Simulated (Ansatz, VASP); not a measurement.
# TaN: VASP beside Ansatz

The input INCAR:

```
ALGO = Normal
EDIFF = 1E-6
ENCUT = 520
GGA = PE
ISIF = 2
ISMEAR = 0
ISPIN = 2
LASPH = T
LCHARG = F
LDAU = T
LDAUJ = 0 0
LDAUL = 2 -1
LDAUPRINT = 1
LDAUTYPE = 2
LDAUU = 6 0
LMAXMIX = 4
LORBIT = 11
LREAL = F
LWAVE = F
MAGMOM = 0 0 0.02 0 0 0
NBANDS = 37
NELM = 150
PREC = Accurate
SIGMA = 0.05
```

KPOINTS

```
k-points
0
Gamma
  4 4 6
```

Contents of POSCAR:

```
TaN
1.0
    5.1960001500      0.0000000000      0.0000000000
   -2.5980000800      4.4998681300      0.0000000000
    0.0000000000      0.0000000000      2.9109996000
Ta N
3 3
Direct
    0.3333333333      0.6666666667      0.5000000000
    0.6666666667      0.3333333333      0.5000000000
    0.0000000000      0.0000000000      0.0000000000
    0.3928500000      0.0000000000      0.0000000000
    0.6071500000      0.6071500000      0.0000000000
    0.0000000000      0.3928500000      0.0000000000
```

Input for Ansatz:

```yaml
crystal:
  lattice:
    - [5.19600015, 0.0, 0.0]
    - [-2.59800008, 4.49986813, 0.0]
    - [0.0, 0.0, 2.9109996]
  atoms:
    - { symbol: Ta, position: [0.3333333333, 0.6666666667, 0.5], spin: 2.0 }
    - { symbol: Ta, position: [0.6666666667, 0.3333333333, 0.5], spin: 2.0 }
    - { symbol: Ta, position: [0.0, 0.0, 0.0], spin: 2.0 }
    - { symbol: "N", position: [0.39285, 0.0, 0.0] }
    - { symbol: "N", position: [0.60715, 0.60715, 0.0] }
    - { symbol: "N", position: [0.0, 0.39285, 0.0] }
basis:
  ecutwfc: 420
  ecutrho_ratio: 4
kpoints:
  mp_grid: { grid: [4, 4, 6] }
hamiltonian:
  xc: pbe
  hubbard:
    sites:
      - { site: 0, l: d, u_eff: 6.0, starting_ns: [{ spin: up, occupation_matrix: s0up }, { spin: down, occupation_matrix: s0down }] }
      - { site: 1, l: d, u_eff: 6.0, starting_ns: [{ spin: up, occupation_matrix: s1up }, { spin: down, occupation_matrix: s1down }] }
      - { site: 2, l: d, u_eff: 6.0, starting_ns: [{ spin: up, occupation_matrix: s2up }, { spin: down, occupation_matrix: s2down }] }
    occupation_matrices:
      s0up:
        matrix:
          - [0.97, 0.0, 0.0, 0.0, 0.0]
          - [0.0, 0.02, 0.0, 0.0, 0.0]
          - [0.0, 0.0, 0.02, 0.0, 0.0]
          - [0.0, 0.0, 0.0, 0.02, 0.0]
          - [0.0, 0.0, 0.0, 0.0, 0.97]
      s0down:
        matrix:
          - [0.02, 0.0, 0.0, 0.0, 0.0]
          - [0.0, 0.02, 0.0, 0.0, 0.0]
          - [0.0, 0.0, 0.02, 0.0, 0.0]
          - [0.0, 0.0, 0.0, 0.02, 0.0]
          - [0.0, 0.0, 0.0, 0.0, 0.02]
      s1up:
        matrix:
          - [0.97, 0.0, 0.0, 0.0, 0.0]
          - [0.0, 0.02, 0.0, 0.0, 0.0]
          - [0.0, 0.0, 0.02, 0.0, 0.0]
          - [0.0, 0.0, 0.0, 0.02, 0.0]
          - [0.0, 0.0, 0.0, 0.0, 0.97]
      s1down:
        matrix:
          - [0.02, 0.0, 0.0, 0.0, 0.0]
          - [0.0, 0.02, 0.0, 0.0, 0.0]
          - [0.0, 0.0, 0.02, 0.0, 0.0]
          - [0.0, 0.0, 0.0, 0.02, 0.0]
          - [0.0, 0.0, 0.0, 0.0, 0.02]
      s2up:
        matrix:
          - [0.97, 0.0, 0.0, 0.0, 0.0]
          - [0.0, 0.02, 0.0, 0.0, 0.0]
          - [0.0, 0.0, 0.97, 0.0, 0.0]
          - [0.0, 0.0, 0.0, 0.02, 0.0]
          - [0.0, 0.0, 0.0, 0.0, 0.02]
      s2down:
        matrix:
          - [0.02, 0.0, 0.0, 0.0, 0.0]
          - [0.0, 0.02, 0.0, 0.0, 0.0]
          - [0.0, 0.0, 0.02, 0.0, 0.0]
          - [0.0, 0.0, 0.0, 0.02, 0.0]
          - [0.0, 0.0, 0.0, 0.0, 0.02]
    ns_hold: { iters: 10 }
scf:
  occupations: { method: gaussian, width: 0.05 }
  lower_state_search: "off"
  max_iter: 150
output:
  forces: true
  stress: true
  eigenvalues: true
  populations: true
  hubbard: { sites: [{ site: 0, l: d }, { site: 1, l: d }, { site: 2, l: d }] }
  write_density: true
  write_potential: true
  elf: true
  volumetric_format: npy
magnetization:
  spin_polarized: true
```

Alike in both runs: task single point; functional PBE; k mesh 4 × 4 × 6; occupations gaussian, width 0.05 eV; collinear spin; Hubbard terms Ta d U = 6.0 eV.

```csv
,VASP,Ansatz
version,VASP 6.6.1,Ansatz 0.2.0
potentials or method,"VASP PAW PBE potentials, release 64 (Ta_pv, N), cutoff 520 eV","scalar-relativistic, plane waves, PAW"
valence electrons in the cell,48,54
```

```tsv
	VASP	Ansatz	Ansatz less VASP
gap on the k mesh at the Fermi level (eV)	none	none	-
pressure (GPa)	24.6	11.1	-13.54
traceless stress, the component that is largest in VASP (GPa)	2.38	0.65	-1.724
rms of the force components (eV/Å)	0.170	0.012	-0.1580
net moment per atom (μB)	0.00	0.01	+0.011
```

The programs project onto different local orbitals, so the same U acts differently, and such runs can settle in different states. Atom by atom the forces differ by 0.181 eV/Å (rms over components). A gap of «none» marks a metal or a gap that the smearing closes. VASP's potentials hold 48 valence electrons a cell and Ansatz's 54, so a difference there can come from the potentials and not from the codes. Ansatz's warnings: filled band counts differ across k points, seeded moment not kept, specified occupation not kept, symmetry narrowed by occupation matrices.

Spin-orbit coupling is off throughout.
